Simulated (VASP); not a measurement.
Runs of VASP 6.6.1 on Yb. The structure is that of space group Fd-3m (No. 227), or close to it. The cells are those of the table. 

```csv
cell,gap on the mesh (eV),pressure (GPa)
"a = 6.190 Å, angles 60.0°, 2 atoms",none,(a)
"a = 6.516 Å, angles 60.0°, 2 atoms",none,-0.5
"a = 6.438 Å, angles 60.0°, 2 atoms",none,0.3
"a = 6.013 Å, angles 60.0°, 2 atoms",none,0.3
"a = 6.275 Å, angles 60.0°, 2 atoms",none,-0.5
"a = 6.357 Å, angles 60.0°, 2 atoms",none,0.1
"a = 6.103 Å, angles 60.0°, 2 atoms",none,0.3
```

Alike in all rows: task single point; level revPBE; potentials or basis VASP PAW PBE potentials, release 64 (Yb); no spin polarisation; k mesh 7 × 7 × 7; cutoff (eV) 520; smearing fermi-dirac 0.1 eV.

Task: Estimate the missing entries.

Result: (a) -0.2.

Caveats: the PAW data sets were made with another functional, which shifts forces and pressure a little; spin-orbit coupling is left out, which moves the levels of the heavy elements.

A k mesh can miss the band edges, and the runs leave out spin-orbit coupling on Yb.

A gap of «none» marks levels without a gap at the run's occupations.
